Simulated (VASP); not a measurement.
Here is a VASP 6.6.1 calculation.

Contents of POSCAR:

```
NaSnCl3
1.0
    5.5827456709      0.0000000000      0.0000000000
    0.0000000000      5.5827456709      0.0000000000
    0.0000000000      0.0000000000      5.5827456709
Na Sn Cl
1 1 3
Direct
    0.0000000000      0.0000000000      0.0000000000
    0.5000000000      0.5000000000      0.5000000000
    0.5000000000      0.5000000000      0.0000000000
    0.5000000000      0.0000000000      0.5000000000
    0.0000000000      0.5000000000      0.5000000000
```

File INCAR.step1:

```
PREC = Accurate ; ENCUT = 520
ISMEAR = 0 ; SIGMA = 0.01
LREAL = False ; LASPH = True
NELM = 100 ; NBANDS = 29
GGA = PE ; ALGO = Normal
EDIFF = 1E-4 ; LWAVE = True
LCHARG = False
```

Contents of INCAR.step2:

```
PREC = Accurate ; ENCUT = 520
EDIFF = 1E-7 ; ISMEAR = 0
SIGMA = 0.01 ; LREAL = False
LASPH = True ; NELM = 100
ALGO = Normal ; ISIF = 2
LWAVE = False ; LCHARG = False
METAGGA = R2SCAN ; LMIXTAU = True
NBANDS = 29 ; ISTART = 1
```

Contents of KPOINTS:

```
regular mesh
0
Gamma
  4 4 4
```

Potentials or basis: VASP PAW PBE potentials, release 64 (Na_pv, Sn_d, Cl).

Command:

```sh
$ cat potpaw_PBE.64/Na_pv/POTCAR potpaw_PBE.64/Sn_d/POTCAR potpaw_PBE.64/Cl/POTCAR > POTCAR
$ cp INCAR.step1 INCAR
$ mpirun -np 1 vasp_std > vasp.out
$ cp INCAR.step2 INCAR
$ mpirun -np 1 vasp_std > vasp.out
```

(1) Estimate the pressure.

(2) What does it give for the band gap on the k mesh?

Results:

(1) -0.7 GPa.

(2) 1.13 eV.

Caveat: the PAW data sets were made with another functional, which shifts forces and pressure a little; spin-orbit coupling is left out, which moves the levels of the heavy elements.
